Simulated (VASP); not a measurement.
Wanted: the native input for a VASP 6.6.1 run.

| Property | Result |
| --- | --- |
| Task | single point |
| Functional | r2SCAN |
| Potentials or basis | VASP PAW PBE potentials, release 64 (In_d, P) |
| Cutoff | 550 eV |
| k mesh | 8 × 8 × 8 |
| Occupations | fermi-dirac, width 0.05 eV |
| Spin | no spin polarisation |
| Dipole correction | no |
| Further INCAR settings | ALGO = Normal; EDIFF = 1e-06; NBANDS = 16 |

InP:

```
CELL_PARAMETERS angstrom
0.00000 2.78717 2.78717
2.78717 0.00000 2.78717
2.78717 2.78717 0.00000
ATOMIC_POSITIONS crystal
In 0.00000 0.00000 0.00000
P 0.50000 0.50000 0.50000
```

One way to write it, as run:

POSCAR

```
InP
1.0
    0.0000000000      2.7871711834      2.7871711834
    2.7871711834      0.0000000000      2.7871711834
    2.7871711834      2.7871711834      0.0000000000
In P
1 1
Direct
    0.0000000000      0.0000000000      0.0000000000
    0.5000000000      0.5000000000      0.5000000000
```

INCAR.step1

```
  ALGO = Normal
  EDIFF = 1E-5
  ENCUT = 550
  GGA = PE
  GGA_COMPAT = False
  ISMEAR = -1
  LASPH = True
  LCHARG = False
  LREAL = False
  LWAVE = True
  NBANDS = 16
  NELM = 120
  PREC = Accurate
  SIGMA = 0.05
```

INCAR.step2

```
  ALGO = Normal
  EDIFF = 1E-6
  ENCUT = 550
  GGA_COMPAT = False
  ISIF = 2
  ISMEAR = -1
  ISTART = 1
  LASPH = True
  LCHARG = False
  LMIXTAU = True
  LREAL = False
  LWAVE = False
  METAGGA = R2SCAN
  NBANDS = 16
  NELM = 120
  PREC = Accurate
  SIGMA = 0.05
```

KPOINTS

```
k-points
0
Gamma
  8 8 8
```

Potentials or basis: VASP PAW PBE potentials, release 64 (In_d, P).

The run is started by

```console
$ cat potpaw_PBE.64/In_d/POTCAR potpaw_PBE.64/P/POTCAR > POTCAR
$ cp INCAR.step1 INCAR
$ mpirun -np 1 vasp_std > vasp.out
$ cp INCAR.step2 INCAR
$ mpirun -np 1 vasp_std > vasp.out
```

Results of the run:

```yaml
Pressure: -3.4 GPa
Band_gap_on_the_k_mesh: zero (bands 9 and 10 overlap by 2.65 eV)
```

Caveat: the cell stands under tension; the PAW data sets were made with another functional, which shifts forces and pressure a little; spin-orbit coupling is left out, which moves the levels of the heavy elements.

Run time: 2.2 min on 1 thread of AMD EPYC 7R43 64-Core Processor (Zen 3), with other jobs on the host, peak memory 0.14 GiB.
